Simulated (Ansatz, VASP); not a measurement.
## WSe2: VASP beside Ansatz

File INCAR:

```
SYSTEM = WSe2
PREC = Accurate
ENCUT = 520
EDIFF = 1E-6
ISMEAR = -1
SIGMA = 0.08
LREAL = .FALSE.
LASPH = .TRUE.
NELM = 80
ALGO = Normal
ISIF = 2
LWAVE = .FALSE.
LCHARG = .FALSE.
GGA = PS
NBANDS = 35
```

File KPOINTS:

```
Automatic mesh
0
G
  11 11 3
  0 0 0
```

File POSCAR:

```
WSe2
1.0
    3.3228984350      0.0000000000      0.0000000000
   -1.6614492174      2.8777144589      0.0000000000
    0.0000000000      0.0000000000     12.9700000000
W Se
2 4
Direct
    0.3333333333      0.6666666667      0.2500000000
    0.6666666667      0.3333333333      0.7500000000
    0.3333333333      0.6666666667      0.6210000000
    0.6666666667      0.3333333333      0.1210000000
    0.3333333333      0.6666666667      0.8790000000
    0.6666666667      0.3333333333      0.3790000000
```

Input for Ansatz:

```yaml
crystal:
  lattice:
    - [3.322898435, 0.0, 0.0]
    - [-1.6614492174, 2.8777144589, 0.0]
    - [0.0, 0.0, 12.97]
  atoms:
    - { symbol: W, position: [0.3333333333, 0.6666666667, 0.25] }
    - { symbol: W, position: [0.6666666667, 0.3333333333, 0.75] }
    - { symbol: Se, position: [0.3333333333, 0.6666666667, 0.621] }
    - { symbol: Se, position: [0.6666666667, 0.3333333333, 0.121] }
    - { symbol: Se, position: [0.3333333333, 0.6666666667, 0.879] }
    - { symbol: Se, position: [0.6666666667, 0.3333333333, 0.379] }
kpoints:
  mp_grid: { grid: [11, 11, 3] }
  band_path:
    path:
      - [0.0, 0.0, 0.0]
      - [0.5, 0.0, 0.0]
      - [0.3333333333, 0.3333333333, 0.0]
      - [0.0, 0.0, 0.0]
      - [0.0, 0.0, 0.5]
      - [0.5, 0.0, 0.5]
      - [0.3333333333, 0.3333333333, 0.5]
      - [0.0, 0.0, 0.5]
      - [0.5, 0.0, 0.5]
    npoints: 5
scf:
  occupations: { method: fermi_dirac, width: 0.08 }
hamiltonian:
  xc: pbesol
  pseudopotentials: { kind: all_electron, lapw: { basis_error: 0.0005 } }
output:
  forces: true
  stress: true
  eigenvalues: true
```

Change from the starting cell: equal xx and yy strain of +1 %.

Alike in both runs: task single point; functional PBEsol; k mesh 11 × 11 × 3; occupations fermi-dirac, width 0.08 eV; no spin polarisation.

|  | VASP | Ansatz |
| --- | --- | --- |
| version | VASP 6.6.1 | Ansatz 0.2.0 |
| potentials or method | VASP PAW PBE potentials, release 64 (W_sv, Se), cutoff 520 eV | all-electron LAPW, scalar-relativistic |

|  | VASP | Ansatz | Ansatz less VASP |
| --- | --- | --- | --- |
| pressure (GPa) | -3.4 | -3.7 | -0.32 |
| traceless stress, the component that is largest in VASP (GPa) | 1.45 | 1.36 | -0.089 |
| rms of the force components (eV/Å) | 0.131 | 0.155 | +0.0237 |

VASP's potentials were made for PBE, not for PBEsol. Atom by atom the forces differ by 0.024 eV/Å (rms over components). Ansatz ran all-electron here, and VASP with PAW potentials.

Spin-orbit coupling is off throughout.
